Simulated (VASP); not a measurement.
Write the native input for VASP 6.6.1 that does the following.

* Task: single point
* Functional: PBEsol
* Potentials or basis: VASP PAW PBE potentials, release 64 (Ga_d, O)
* Cutoff: 520 eV
* k mesh: 4 × 4 × 3
* Occupations: fermi-dirac, width 0.05 eV
* Spin: no spin polarisation
* Dipole correction: no
* Further INCAR settings: ALGO = Normal; EDIFF = 1e-07; NBANDS = 55

The structure of Ga2O3 lies in POSCAR:

```
Ga2O3
1.0
    2.4394070000      4.4047590000     -0.0406480000
   -2.5088970000      4.4448790000      0.0348020000
   -2.5535400000      1.4919630000      4.4909710000
Ga O
4 6
Direct
    0.3656694911      0.2810827334      0.0688671764
    0.1851804737      0.6879491670      0.4185585275
    0.6636996987      0.6750908806      0.9614806136
    0.8585288323      0.2921272181      0.5756585532
    0.5853925923      0.1711825360      0.7796969839
    0.2961155564      0.7750303163      0.7537340811
    0.9658273610      0.4440484630      0.7915079336
    0.4532348802      0.7890211632      0.2615453489
    0.7602260993      0.1909641382      0.2740656167
    0.0528480421      0.5077651762      0.2263557087
```

These files were run (other wordings do the same):

INCAR

```
  PREC = Accurate
  ENCUT = 520
  EDIFF = 1E-7
  ISMEAR = -1
  SIGMA = 0.05
  LREAL = False
  LASPH = True
  NELM = 60
  ALGO = Normal
  ISIF = 2
  LWAVE = False
  LCHARG = True
  GGA = PS
  LELF = True
  LVHAR = True
  NBANDS = 55
```

KPOINTS

```
Automatic mesh
0
Gamma
  4 4 3
```

Potentials or basis: VASP PAW PBE potentials, release 64 (Ga_d, O).

Run with:

```console
$ cat potpaw_PBE.64/Ga_d/POTCAR potpaw_PBE.64/O/POTCAR > POTCAR
$ mpirun -np 1 vasp_std > vasp.out
```

It gave:

```yaml
Pressure: 3.7 GPa
Largest_force: 3.374 eV/Å
Band_gap_on_the_k_mesh: 2.44 eV (least direct gap 2.45 eV)
```

Caveat: the k points lie up to 0.47 Å⁻¹ apart; the PAW data sets were made with another functional, which shifts forces and pressure a little; an odd mesh through Γ misses points on the zone boundary, where band edges can lie.

Wall time 110 s on 1 thread of Intel(R) Xeon(R) 6975P-C (Granite Rapids), on a shared host, peak memory 0.29 GiB.
